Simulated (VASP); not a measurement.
CaSe:

```
Ca Se
1.0
     3.63478    0.00000    0.00000
     0.00000    3.63478    0.00000
     0.00000    0.00000    3.63478
Ca Se
1 1
Direct
  0.00000 0.00000 0.00000
  0.50000 0.50000 0.50000
```

Base run:

- Program: VASP 6.6.1
- Functional: r2SCAN
- Potentials or basis: VASP PAW PBE potentials, release 64 (Ca_sv, Se)
- Cutoff: 520 eV
- k mesh: 6 × 6 × 6
- Occupations: gaussian, width 0.01 eV
- Spin: no spin polarisation

Its results: band gap on the k mesh 1.24 eV; electronic dielectric tensor (diagonal) 6.29.

Problem. The run is repeated on the same cell with these changes: functional from r2SCAN to PBE. What comes out?

Solution. Band gap on the k mesh 0.76 eV; electronic dielectric tensor (diagonal) 8.57.

Caveats: the structure was generated, so it needn't be the stable form of CaSe; semilocal functionals underestimate gaps, and a narrow one can read as zero (at least some runs).

A k mesh can miss the band edges.
